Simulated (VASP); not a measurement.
# Zn7S8 (a cell with a defect) in VASP: a series of runs, part 2 of 2

VASP 6.6.1. Earlier steps stand in the parts before.

## (3) Single point, PBE, collinear spin (atoms taken out, then relaxed in part)

INCAR reads:

```
PREC     = Accurate       # precision mode
ENCUT    = 520            # plane-wave cutoff, eV
EDIFF    = 1E-6           # SCF threshold, eV
ISMEAR   = 0              # smearing method
SIGMA    = 0.01           # smearing width, eV
LREAL    = Auto         
LASPH    = True           # aspherical terms in the spheres
NELM     = 150            # most SCF steps
ALGO     = Normal         # electronic algorithm
ISIF     = 2              # what is computed and relaxed
LWAVE    = False          # write WAVECAR
LCHARG   = False          # write CHGCAR
ISPIN    = 2              # spin polarisation
MAGMOM   = 0 0 0 0 0 0 0 0.5 0 0 0 0.5 0.5 0 0.5 # initial moments
LORBIT   = 11             # projections on sites
GGA      = PE             # functional
NBANDS   = 83             # bands
```

KPOINTS reads:

```
regular mesh
0
Gamma
  2 2 2
```

POSCAR reads:

```
Zn7S8
1.0
    0.0000000000      0.0000000000      6.3046430491
   -3.8440669358     -6.6581192403      0.0000000000
    7.6881338714     -0.0000000001      0.0000000000
Zn S
7 8
Direct
   -0.0024046900      0.1700237012      0.3350118506
   -0.0024046900      0.6649881494      0.8299762988
   -0.0024046900      0.6649881494      0.3350118506
    0.5038494059      0.3302015418      0.1604030836
    0.5038494059      0.3302015418      0.6697984582
    0.4984642550      0.8333333333      0.1666666667
    0.5038494059      0.8395969164      0.6697984582
    0.3755404311      0.1666666667      0.8333333333
    0.3745281423      0.1677333753      0.3338666877
    0.3745281423      0.6661333123      0.8322666247
    0.3745281423      0.6661333123      0.3338666877
    0.8744190438      0.3345156146      0.1690312293
    0.8744190438      0.3345156146      0.6654843854
    0.8745529343      0.8333333333      0.1666666667
    0.8744190438      0.8309687707      0.6654843854
```

Potentials or basis: VASP PAW PBE potentials, release 64 (Zn, S).

The run is started by

```console
$ cat potpaw_PBE.64/Zn/POTCAR potpaw_PBE.64/S/POTCAR > POTCAR
$ mpirun -np 1 vasp_std > vasp.out
```

OUTCAR:

```text
PREC = Accurate
   ENCUT = 520
   EDIFF = 1E-6
   ISMEAR = 0
   LREAL = Auto
   LASPH = True
   NELM = 150
   ISIF = 2
   ISPIN = 2
   LORBIT = 11
   GGA = PE

 ion  position               nearest neighbor table
   1  0.998  0.170  0.335-  12 2.33  13 2.33  14 2.37   9 2.38
   2  0.998  0.665  0.830-  15 2.33  13 2.33  14 2.37  10 2.38
   3  0.998  0.665  0.335-  15 2.33  12 2.33  14 2.37  11 2.38
   4  0.504  0.330  0.160-   8 2.32  12 2.34  11 2.38   9 2.38
   5  0.504  0.330  0.670-   8 2.32  13 2.34   9 2.38  10 2.38
   6  0.498  0.833  0.167-  10 2.36  11 2.36   9 2.36  14 2.37
   7  0.504  0.840  0.670-   8 2.32  15 2.34  11 2.38  10 2.38
   8  0.376  0.167  0.833-   5 2.32   4 2.32   7 2.32
   9  0.375  0.168  0.334-   6 2.36   1 2.38   5 2.38   4 2.38
  10  0.375  0.666  0.832-   6 2.36   2 2.38   5 2.38   7 2.38
  11  0.375  0.666  0.334-   6 2.36   3 2.38   7 2.38   4 2.38
  12  0.874  0.335  0.169-   1 2.33   3 2.33   4 2.34
  13  0.874  0.335  0.665-   1 2.33   2 2.33   5 2.34
  14  0.875  0.833  0.167-   6 2.37   3 2.37   2 2.37   1 2.37
[... 914 lines left out ...]

 total charge

# of ion       s       p       d       tot
------------------------------------------
    1        0.518   0.460   9.785  10.763
    2        0.518   0.460   9.785  10.763
    3        0.518   0.460   9.785  10.763
    4        0.517   0.461   9.785  10.763
    5        0.517   0.461   9.785  10.763
    6        0.510   0.454   9.793  10.758
    7        0.517   0.461   9.785  10.763
    8        1.334   2.362   0.000   3.697
    9        1.319   2.410   0.000   3.729
   10        1.319   2.410   0.000   3.729
   11        1.319   2.410   0.000   3.729
   12        1.341   2.337   0.000   3.678
   13        1.341   2.337   0.000   3.678
   14        1.318   2.413   0.000   3.731
   15        1.341   2.337   0.000   3.678
--------------------------------------------------
tot         14.244  22.238  68.504 104.986

 magnetization (x)

# of ion       s       p       d       tot
------------------------------------------
    1       -0.004   0.002   0.013   0.012
    2       -0.004   0.002   0.013   0.012
    3       -0.004   0.002   0.013   0.012
    4       -0.003  -0.000   0.011   0.008
    5       -0.003  -0.000   0.011   0.008
    6       -0.000  -0.001  -0.002  -0.003
    7       -0.003  -0.000   0.011   0.008
    8        0.004   0.105   0.000   0.109
    9       -0.000   0.004   0.000   0.004
   10       -0.000   0.004   0.000   0.004
   11       -0.000   0.004   0.000   0.004
   12        0.007   0.209   0.000   0.216
   13        0.007   0.209   0.000   0.216
   14       -0.000   0.004   0.000   0.004
   15        0.007   0.209   0.000   0.216
--------------------------------------------------
tot          0.005   0.755   0.070   0.830
```

stdout:

```text
POSCAR found type information on POSCAR ZnS
 POSCAR found :  2 types and      15 ions
 scaLAPACK will be used
 LDA part: xc-table for (Slater+PW92), standard interpolation
 POSCAR, INCAR and KPOINTS ok, starting setup
 FFT: planning ... GRIDC
 FFT: planning ... GRID_SOFT
 FFT: planning ... GRID
 WAVECAR not read
 entering main loop
```

It took 8.1 min on 1 thread of Intel Xeon 8259CL, shared host; peak memory 0.6 GiB.

What came out:

| Quantity | Value |
| --- | --- |
| Free energy | -49.5906 eV |
| Pressure | -1.0 GPa |
| Largest force | 0.028 eV/Å |
| Net moment | 1.25 μB per cell |
| Site moments | Zn +0.01, -0.00 (each value once); S +0.11, +0.00, +0.22 (each value once) μB |
| Valence electrons inside the program's atomic spheres | Zn 10.76; S 3.70, 3.73, 3.68 (each value once) |

Forces in eV/Å, atoms in the order of the input:
```
Zn   0.000  0.018  0.013
Zn   0.016 -0.009  0.013
Zn  -0.016 -0.009  0.013
Zn  -0.004  0.002  0.006
Zn   0.004  0.002  0.006
Zn   0.000  0.000 -0.018
Zn   0.000 -0.004  0.006
S    0.000  0.000 -0.028
S    0.000 -0.004 -0.009
S   -0.004  0.002 -0.009
S    0.004  0.002 -0.009
S   -0.021  0.012 -0.002
S    0.021  0.012 -0.002
S    0.000  0.000  0.022
S    0.000 -0.024 -0.002
```

Levels at points of the mesh, in eV from the Fermi level:
Spin up:
```tsv
k point	band 63	band 64	band 65	band 66	band 67	band 68	band 69	band 70	band 71	band 72
(0.00, 0.00, 0.00)	-0.48	-0.48	0.15	0.16	0.16	2.51	3.39	4.02	4.02	4.22
(0.50, 0.00, 0.00)	-0.65	-0.30	-0.30	-0.14	-0.14	3.68	3.71	3.74	3.74	3.94
(0.00, 0.50, 0.00)	-1.00	-0.40	-0.32	-0.20	-0.11	3.95	4.25	4.30	4.85	5.18
(0.50, 0.50, 0.00)	-0.96	-0.89	-0.83	-0.47	-0.41	4.44	4.47	4.51	4.58	4.63
```
Spin down:
| k point | band 62 | band 63 | band 64 | band 65 | band 66 | band 67 | band 68 | band 69 |
| --- | --- | --- | --- | --- | --- | --- | --- | --- |
| (0.00, 0.00, 0.00) | -0.60 | -0.25 | -0.25 | 0.29 | 0.43 | 0.43 | 2.56 | 3.42 |
| (0.50, 0.00, 0.00) | -0.87 | -0.42 | -0.23 | -0.23 | 0.23 | 0.23 | 3.69 | 3.74 |
| (0.00, 0.50, 0.00) | -0.84 | -0.63 | -0.31 | -0.27 | 0.00 | 0.26 | 4.02 | 4.28 |
| (0.50, 0.50, 0.00) | -0.89 | -0.85 | -0.76 | -0.76 | -0.14 | 0.04 | 4.46 | 4.52 |

Caveat: the k points lie up to 0.50 Å⁻¹ apart; the cell differs from its parent crystal (atoms taken out, then relaxed in part); a moment this small can come from the mesh or the smearing.

## (4) Single point, PBE, collinear spin (atoms taken out, then relaxed in part)

INCAR reads:

```
ALGO = Normal ; EDIFF = 1E-7
ENCUT = 520 ; GGA = PE
ISIF = 2 ; ISMEAR = 0
ISPIN = 2 ; LASPH = True
LCHARG = False ; LORBIT = 11
LREAL = Auto ; LWAVE = False
MAGMOM = 0 0 0 0 0 0 0 0.25 0 0 0 0.25 0.25 0 0.25 ; NBANDS = 83
NELECT = 133.0 ; NELM = 150
PREC = Accurate ; SIGMA = 0.01
```

KPOINTS reads:

```
k-points
0
Gamma
  2 2 2
```

POSCAR reads:

```
Zn7S8
1.0
    0.0000000000      0.0000000000      6.3046430491
   -3.8440669358     -6.6581192403      0.0000000000
    7.6881338714     -0.0000000001      0.0000000000
Zn S
7 8
Direct
   -0.0076097260      0.1762868834      0.3381434417
   -0.0076097260      0.6618565583      0.8237131166
   -0.0076097260      0.6618565583      0.3381434417
    0.5098388580      0.3283677683      0.1567355366
    0.5098388580      0.3283677683      0.6716322317
    0.4963652617      0.8333333333      0.1666666667
    0.5098388580      0.8432644634      0.6716322317
    0.3695750245      0.1666666667      0.8333333333
    0.3732172712      0.1687264855      0.3343632428
    0.3732172712      0.6656367572      0.8312735145
    0.3732172712      0.6656367572      0.3343632428
    0.8779000153      0.3307541880      0.1615083761
    0.8779000153      0.3307541880      0.6692458120
    0.8737537849      0.8333333333      0.1666666667
    0.8779000153      0.8384916239      0.6692458120
```

The run is started by

```console
$ cat potpaw_PBE.64/Zn/POTCAR potpaw_PBE.64/S/POTCAR > POTCAR
$ mpirun -np 1 vasp_std > vasp.out
```

Wall time 8.7 min (1 thread of Intel Xeon 8259CL, shared host); peak memory 0.6 GiB.

It converged, with:

- Free energy: -48.1736 eV
- Largest force: 0.023 eV/Å
- Net moment: 0.25 μB per cell
- Site moments: Zn +0.00, -0.00 (each value once); S +0.01, +0.00, +0.04, -0.00 (each value once) μB
- Valence electrons inside the program's atomic spheres: Zn 10.78, 10.77 (each value once); S 3.73, 3.74, 3.75 (each value once)

Forces in eV/Å, atoms in the order of the input:
```
Zn   0.000 -0.006 -0.001
Zn  -0.005  0.003 -0.001
Zn   0.005  0.003 -0.001
Zn  -0.003  0.002  0.003
Zn   0.003  0.002  0.003
Zn   0.000  0.000  0.005
Zn   0.000 -0.003  0.003
S    0.000  0.000 -0.023
S    0.000  0.001 -0.008
S    0.001  0.000 -0.008
S   -0.001  0.000 -0.008
S   -0.013  0.007  0.011
S    0.013  0.007  0.011
S    0.000  0.000  0.005
S    0.000 -0.015  0.011
```

Levels at points of the mesh, in eV from the Fermi level:
Spin up:
```
           k point  band 64  band 65  band 66  band 67  band 68  band 69  band 70  band 71
(0.00, 0.00, 0.00)    -0.60     0.05     0.12     0.12     2.21     3.07     3.69     3.69
(0.50, 0.00, 0.00)    -0.52    -0.52    -0.12    -0.12     3.31     3.38     3.38     3.41
(0.00, 0.50, 0.00)    -0.60    -0.55    -0.23    -0.08     3.68     3.94     3.99     4.50
(0.50, 0.50, 0.00)    -1.07    -1.01    -0.50    -0.35     4.09     4.18     4.20     4.27
```
Spin down:
```
           k point  band 62  band 63  band 64  band 65  band 66  band 67  band 68  band 69  band 70  band 71
(0.00, 0.00, 0.00)    -0.83    -0.57    -0.57     0.06     0.19     0.19     2.22     3.08     3.69     3.69
(0.50, 0.00, 0.00)    -1.09    -0.71    -0.51    -0.51    -0.03    -0.03     3.32     3.39     3.39     3.42
(0.00, 0.50, 0.00)    -1.11    -0.97    -0.59    -0.53    -0.22     0.00     3.69     3.95     4.00     4.52
(0.50, 0.50, 0.00)    -1.20    -1.05    -1.05    -0.99    -0.46    -0.25     4.10     4.18     4.21     4.27
```

Caveat: the k points lie up to 0.50 Å⁻¹ apart; the cell carries a net charge on a neutralising background, which shifts energy and pressure; the cell differs from its parent crystal (atoms taken out, then relaxed in part); the cell is charged against a uniform background, so pressure and absolute levels hang on convention.

## (5) Single point, PBE, collinear spin (atoms taken out, then relaxed in part)

INCAR reads:

```
PREC = Accurate
ENCUT = 520
EDIFF = 1E-7
ISMEAR = 0
SIGMA = 0.01
LREAL = Auto
LASPH = True
NELM = 150
ALGO = Normal
ISIF = 2
LWAVE = False
LCHARG = False
ISPIN = 2
MAGMOM = 0 0 0 0 0 0 0 0.5 0 0 0 0.5 0.5 0 0.5
LORBIT = 11
GGA = PE
NBANDS = 83
NELECT = 134.0
```

KPOINTS reads:

```
Automatic mesh
0
Gamma
  4 3 3
  0.5 0 0
```

POSCAR reads:

```
Zn7S8
1.0
    0.0000000000      0.0000000000     -6.3046430652
   -3.8440669361     -6.6581192410      0.0000000000
   -3.8440669360      6.6581192410      0.0000000000
Zn S
7 8
Direct
    1.0133262361      0.3178361717      0.6589180859
    1.0133262361      0.8410819141      0.1821638283
    1.0133262361      0.8410819141      0.6589180859
    0.4865014845      0.1723874189      0.8447748378
    0.4865014845      0.1723874189      0.3276125811
    0.5038381742      0.6666666667      0.8333333333
    0.4865014845      0.6552251622      0.3276125811
    0.6285567348      0.3333333333      0.1666666667
    0.6277362220      0.3312455103      0.6656227552
    0.6277362220      0.8343772448      0.1687544897
    0.6277362220      0.8343772448      0.6656227552
    0.1195648064      0.1715223320      0.8430446640
    0.1195648064      0.1715223320      0.3284776680
    0.1264855181      0.6666666667      0.8333333333
    0.1195648064      0.6569553360      0.3284776680
```

The run is started by

```console
$ cat potpaw_PBE.64/Zn/POTCAR potpaw_PBE.64/S/POTCAR > POTCAR
$ mpirun -np 1 vasp_std > vasp.out
```

Wall time 13 min (1 thread of Oxide Virtual Turin-like, shared host); peak memory 0.65 GiB.

The run converged. Its results:

* Free energy: -46.5993 eV
* Largest force: 0.025 eV/Å
* Net moment: 0.00 μB per cell
* Valence electrons inside the program's atomic spheres: Zn 10.81, 10.80, 10.79 (each value once); S 3.76, 3.77 (each value once)

Forces in eV/Å, atoms in the order of the input:
```
Zn   0.003  0.001 -0.009
Zn  -0.003  0.001 -0.009
Zn   0.000 -0.003 -0.009
Zn   0.003 -0.002 -0.006
Zn   0.000  0.004 -0.006
Zn   0.000  0.000  0.003
Zn  -0.003 -0.002 -0.006
S    0.000  0.000 -0.016
S    0.004  0.002  0.003
S   -0.004  0.002  0.003
S    0.000 -0.005  0.003
S   -0.018  0.010  0.014
S    0.000 -0.021  0.014
S    0.000  0.000  0.007
S    0.018  0.010  0.014
```

Levels at points of the mesh, in eV from the Fermi level:
Spin up:
```tsv
k point	band 63	band 64	band 65	band 66	band 67	band 68	band 69	band 70	band 71	band 72
(0.12, 0.00, 0.00)	-0.90	-0.90	-0.45	-0.08	-0.08	2.12	2.72	3.28	3.28	3.36
```
Spin down:
```csv
k point,band 64,band 65,band 66,band 67,band 68,band 69,band 70,band 71
"(0.12, 0.00, 0.00)",-0.90,-0.45,-0.08,-0.08,2.12,2.72,3.28,3.28
```

Caveat: the cell carries a net charge on a neutralising background, which shifts energy and pressure; the cell differs from its parent crystal (atoms taken out, then relaxed in part); the cell is charged against a uniform background, so pressure and absolute levels hang on convention.
